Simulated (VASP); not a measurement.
## AlN: single point with PBEsol

Crystal: AlN.

```xyz
4
Lattice="3.3369 0.0000 0.0000 -1.6685 2.8899 0.0000 0.0000 0.0000 4.0524" Properties=species:S:1:pos:R:3 pbc="T T T"
Al    0.0000    1.9266    3.0393
Al    1.6685    0.9633    1.0131
N     0.0000    1.9266    1.0131
N     1.6685    0.9633    3.0393
```

This cell differs from its parent crystal: volume 9.770 Å^3 an atom, c/a of the conventional cell 1.2144.

```yaml
Program: VASP 6.6.1
Task: single point
Functional: PBEsol
Potentials_or_basis: VASP PAW PBE potentials, release 64 (Al, N)
Cutoff: 520 eV
k_mesh: 9 × 9 × 6
Occupations: gaussian, width 0.05 eV
Spin: no spin polarisation
```

The pressure is -0.4 GPa and the band gap on the k mesh is 3.43 eV, direct.

Stress tensor (GPa, compression positive):
```
-2.66  0.00  0.00
 0.00 -2.66  0.00
 0.00  0.00  4.26
```

Levels at points of the mesh, in eV from the valence-band top:
| k point | band 6 | band 7 | band 8 | band 9 | band 10 | band 11 |
| --- | --- | --- | --- | --- | --- | --- |
| (0.00, 0.00, 0.00) | -1.40 | -1.40 | 0.00 | 3.43 | 4.51 | 8.19 |
| (0.00, 0.00, 0.50) | -2.39 | -2.39 | -2.39 | 5.81 | 5.81 | 8.29 |

Wall time 26 s on 1 thread of Intel Xeon 6975P-C (shared host), peak memory 0.17 GiB.

Caveat: the PAW data sets were made with another functional, which shifts forces and pressure a little.
